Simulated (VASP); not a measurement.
Wanted: the native input for a VASP 6.6.1 run.

```yaml
Task: relaxation of cell and atoms
Functional: PBE
Potentials_or_basis: VASP PAW PBE potentials, release 64 (Li_sv, Ge_d, P)
Cutoff: 600 eV
k_mesh: 4 × 4 × 4
Occupations: gaussian, width 0.1 eV
Spin: no spin polarisation
Dipole_correction: no
Further_INCAR_settings: ALGO = Normal; EDIFF = 1e-06; IBRION = 2; EDIFFG = -0.04; NSW = 90; ISIF = 3
```

The structure of LiGe2P3 lies in POSCAR:

```
LiGe2P3
1.0
    3.7437330095      0.0000000000      0.0000000000
    0.0000000000      3.7437330095      0.0000000000
    0.0000000000      0.0000000000      7.0294258112
Li Ge P
1 2 3
Direct
    0.0000000000      0.0000000000      0.0000000000
    0.0000000000      0.5000000000      0.6753213232
    0.5000000000      0.0000000000      0.3246786768
    0.0000000000      0.5000000000      0.3003273366
    0.5000000000      0.0000000000      0.6996726634
    0.5000000000      0.5000000000      0.0000000000
```

The input as run:

INCAR

```
PREC = Accurate
ENCUT = 600
EDIFF = 1E-6
ISMEAR = 0
SIGMA = 0.1
LREAL = False
LASPH = True
NELM = 100
ALGO = Normal
ISIF = 3
LWAVE = False
LCHARG = False
GGA = PE
IBRION = 2
NSW = 90
EDIFFG = -0.04
```

KPOINTS

```
regular mesh
0
Gamma
  4 4 4
```

Potentials or basis: VASP PAW PBE potentials, release 64 (Li_sv, Ge_d, P).

Launch:

```bash
$ cat potpaw_PBE.64/Li_sv/POTCAR potpaw_PBE.64/Ge_d/POTCAR potpaw_PBE.64/P/POTCAR > POTCAR
$ mpirun -np 1 vasp_std > vasp.out
```

It gave:

```yaml
Relaxed_volume: 16.54 Å³/atom
Relaxed_cell: a = 3.783 Å, b = 3.783 Å, c = 6.934 Å, α = 90.00°, β = 90.00°, γ = 90.00°
Space_group_after_relaxing_to_0.05_Å: P-4m2 (No. 115)
Energy_gained_by_relaxing: 5.2 meV/atom
Ionic_steps: 16
Pressure_after_relaxing: -0.2 GPa
Largest_force_after_relaxing: 0.040 eV/Å
Band_gap_on_the_k_mesh: zero (band 23 reaches 8.33 eV, above the bottom of band 24 at 4.99 eV)
```

Caveat: the k points lie up to 0.42 Å⁻¹ apart in the final cell; the cutoff is under 1.25 times the usual one of these potentials, so pressure, stress and relaxed cells hold a basis-set (Pulay) error.

It took 4.4 min on 1 thread of Intel(R) Xeon(R) 6975P-C (Granite Rapids), with other jobs on the host, peak memory 0.24 GiB.
